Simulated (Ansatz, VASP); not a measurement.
One calculation of Sb, two programs

Contents of INCAR:

```
SYSTEM = Sb
PREC = Accurate ; ENCUT = 520
EDIFF = 1E-6 ; ISMEAR = -1
SIGMA = 0.1 ; LREAL = .False.
LASPH = .True. ; NELM = 80
ALGO = Normal ; ISIF = 2
LWAVE = .False. ; LCHARG = .False.
GGA = PE ; NBANDS = 12
```

The input KPOINTS:

```
regular mesh
0
Gamma
  14 14 14
  0 0 0
```

The input POSCAR:

```
Sb
1.0
    2.1583328942      1.2461140775      3.7912252478
   -2.1583328942      1.2461140775      3.7912252478
    0.0000000000     -2.4922281549      3.7912252479
Sb
2
Direct
    0.2326797760      0.2326797760      0.2326797760
    0.7673202240      0.7673202240      0.7673202240
```

Input for Ansatz:

```yaml
crystal:
  lattice:
    - [2.1583328942, 1.2461140775, 3.7912252478]
    - [-2.1583328942, 1.2461140775, 3.7912252478]
    - [0.0, -2.4922281549, 3.7912252479]
  atoms:
    - { symbol: Sb, position: [0.232679776, 0.232679776, 0.232679776] }
    - { symbol: Sb, position: [0.767320224, 0.767320224, 0.767320224] }
hamiltonian:
  xc: pbe
  pseudopotentials:
    kind: paw
    azcp:
      Sb: "pseudopotentials/Sb.paw.azcp"
basis:
  ecutwfc: 420
  fft_grid_basis: typed
kpoints:
  mp_grid: { grid: [14, 14, 14], shift: [0, 0, 0] }
magnetization:
  spin_polarized: false
scf:
  occupations: { method: fermi_dirac, width: 0.1 }
output:
  stress: true
```

Alike in both runs: task single point; functional PBE; k mesh 14 × 14 × 14; occupations fermi-dirac, width 0.1 eV; no spin polarisation.

|  | VASP | Ansatz |
| --- | --- | --- |
| version | VASP 6.6.1 | Ansatz 0.2.0 |
| potentials or method | VASP PAW PBE potentials, release 64 (Sb), cutoff 520 eV | plane waves (420 eV) with PAW, scalar-relativistic |
| valence electrons in the cell | 10 | 30 |

```tsv
	VASP	Ansatz	Ansatz less VASP
pressure (GPa)	2.3	2.2	-0.08
traceless stress, the component that is largest in VASP (GPa)	-0.31	-0.27	+0.040
```

VASP's potentials hold 10 valence electrons a cell and Ansatz's 30, so a difference there can come from the potentials and not from the codes.

Neither program's run includes spin-orbit coupling.
